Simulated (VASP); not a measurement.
Sr2Sb2O:

```
CELL_PARAMETERS angstrom
3.63011 0.00000 0.00000
-1.81506 3.14377 0.00000
0.00000 0.00000 8.63056
ATOMIC_POSITIONS crystal
Sr 0.33333 0.66667 0.90833
Sr 0.66667 0.33333 0.09167
Sb 0.66667 0.33333 0.66634
Sb 0.33333 0.66667 0.33366
O 0.00000 0.00000 0.00000
```

| Quantity | Value |
| --- | --- |
| Program | VASP 6.6.1 |
| Task | relaxation of cell and atoms |
| Functional | PBE |
| Dispersion | D3(BJ) |
| Potentials or basis | VASP PAW PBE potentials, release 64 (Sr_sv, Sb, O) |
| Cutoff | 600 eV |
| k mesh | 6 × 6 × 2 |
| Occupations | gaussian, width 0.1 eV |
| Spin | no spin polarisation |

At the start: pressure 34.9 GPa; volume 19.70 Å³/atom.

Problem. How do energy, volume and symmetry change on relaxing?

Solution. Over 14 steps the energy falls by 1139.3 meV/atom and the volume is 25.60 Å³/atom (+29.9 %); space group P-3m1 (No. 164, to 0.05 Å).

Step by step:
```
step  energy change (eV)  largest force (eV/Å)  pressure (GPa)  volume (Å³)
   1              0.0000                3.4336           34.88        98.49
   2             -3.3726                0.8732           -6.93       173.14
   3             -4.0861                1.3178           -1.39       141.78
   4             -4.5838                1.0842           -1.23       139.95
   5             -5.6169                0.2229           -1.09       132.93
   6             -5.6318                0.7150           -1.11       129.26
   7             -5.6693                0.3593           -1.13       131.19
   8             -5.6701                0.4076           -1.13       130.92
   9             -5.6857                0.0115            1.19       125.20
  10             -5.6931                0.1466            0.30       127.22
  11             -5.6956                0.0675           -0.07       128.10
  12             -5.6957                0.0544           -0.02       127.97
  13             -5.6962                0.0420            0.03       127.98
  14             -5.6964                0.0295            0.07       127.99
```

Final structure:
```cif
data_structure
_symmetry_space_group_name_H-M 'P 1'
_symmetry_Int_Tables_number 1
_cell_length_a 3.6203
_cell_length_b 3.6203
_cell_length_c 11.2757
_cell_angle_alpha 90.000
_cell_angle_beta 90.000
_cell_angle_gamma 120.000
_cell_volume 127.99
loop_
_atom_site_label
_atom_site_type_symbol
_atom_site_fract_x
_atom_site_fract_y
_atom_site_fract_z
_atom_site_occupancy
Sr1 Sr 0.33333 0.66667 0.86794 1
Sr2 Sr 0.66667 0.33333 0.13206 1
Sb1 Sb 0.66667 0.33333 0.63033 1
Sb2 Sb 0.33333 0.66667 0.36967 1
O1 O 0.00000 0.00000 0.00000 1
```

Caveat: the k points lie up to 0.33 Å⁻¹ apart in the final cell; the volume moved by over 15 % at a fixed basis, so the end points are rough; pairwise dispersion overbinds metals, which lowers pressure and volume.
